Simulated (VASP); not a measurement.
A run of VASP 6.6.1 is set up as follows.

The input INCAR:

```
SYSTEM = Se
PREC = Accurate
ENCUT = 520
EDIFF = 1E-7
ISMEAR = -1
SIGMA = 0.05
LREAL = .False.
LASPH = .True.
NELM = 60
ALGO = Normal
ISIF = 2
LWAVE = .False.
LCHARG = .False.
GGA = PS
NBANDS = 16
```

Contents of KPOINTS:

```
Automatic mesh
0
Gamma
  7 7 6
  0 0 0
```

The input POSCAR:

```
Se
1.0
    4.0356299082      0.0000000000      0.0000000000
   -2.0178149541      3.4949580207      0.0000000000
    0.0000000000      0.0000000000      5.1231191596
Se
3
Direct
    0.7512187658      0.7512187658      0.0000000000
    0.0000000000      0.2487812342      0.6666666667
    0.2487812342      0.0000000000      0.3333333333
```

Potentials or basis: VASP PAW PBE potentials, release 64 (Se).

Run with:

```sh
$ cat potpaw_PBE.64/Se/POTCAR > POTCAR
$ mpirun -np 1 vasp_std > vasp.out
```

**Question.** What does it give for the pressure?

**Answer.** 0.2 GPa.

**Question.** Predict the largest force.

**Answer.** 0.033 eV/Å.

Stress tensor (GPa, compression positive):
```
0.17 0.00 0.00
0.00 0.17 0.00
0.00 0.00 0.28
```

Caveat: the PAW data sets were made with another functional, which shifts forces and pressure a little.
